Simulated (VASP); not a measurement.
A run of VASP 6.6.1:

Contents of POSCAR:

```
GaN
1.0
   -0.0270998791      2.2489526240      2.2489526240
    2.2489526240     -0.0270998791      2.2489526240
    2.2218527448      2.2218527448      0.0000000000
Ga N
1 1
Direct
    0.0017454298      0.0017454298     -0.0017454298
    0.7482545702      0.7482545702      0.7517454298
```

INCAR.step1

```
SYSTEM = GaN
ALGO = Normal ; EDIFF = 1E-4
ENCUT = 520 ; GGA = PE
ISMEAR = 0 ; LASPH = .TRUE.
LCHARG = .FALSE. ; LREAL = .FALSE.
LWAVE = .TRUE. ; NBANDS = 16
NELM = 60 ; PREC = Accurate
SIGMA = 0.01
```

File INCAR.step2:

```
SYSTEM = GaN
ALGO = Normal ; EDIFF = 1E-7
ENCUT = 520 ; ISIF = 2
ISMEAR = 0 ; ISTART = 1
LASPH = .TRUE. ; LCHARG = .TRUE.
LELF = .TRUE. ; LMIXTAU = .TRUE.
LREAL = .FALSE. ; LVHAR = .TRUE.
LWAVE = .FALSE. ; METAGGA = R2SCAN
NBANDS = 16 ; NELM = 60
PREC = Accurate ; SIGMA = 0.01
```

KPOINTS

```
k-points
0
G
  10 10 10
  0 0 0
```

Potentials or basis: VASP PAW PBE potentials, release 64 (Ga_d, N).

Command:

```bash
$ cat potpaw_PBE.64/Ga_d/POTCAR potpaw_PBE.64/N/POTCAR > POTCAR
$ cp INCAR.step1 INCAR
$ mpirun -np 1 vasp_std > vasp.out
$ cp INCAR.step2 INCAR
$ mpirun -np 1 vasp_std > vasp.out
```

Hardware: 1 thread of Intel(R) Xeon(R) 6975P-C (Granite Rapids) (shared host).

**Question.** Estimate the wall time of this run.

**Answer.** Run time: 70 s on 1 thread of Intel(R) Xeon(R) 6975P-C (Granite Rapids) (shared host), peak memory 0.19 GiB. Counts: k points 171.
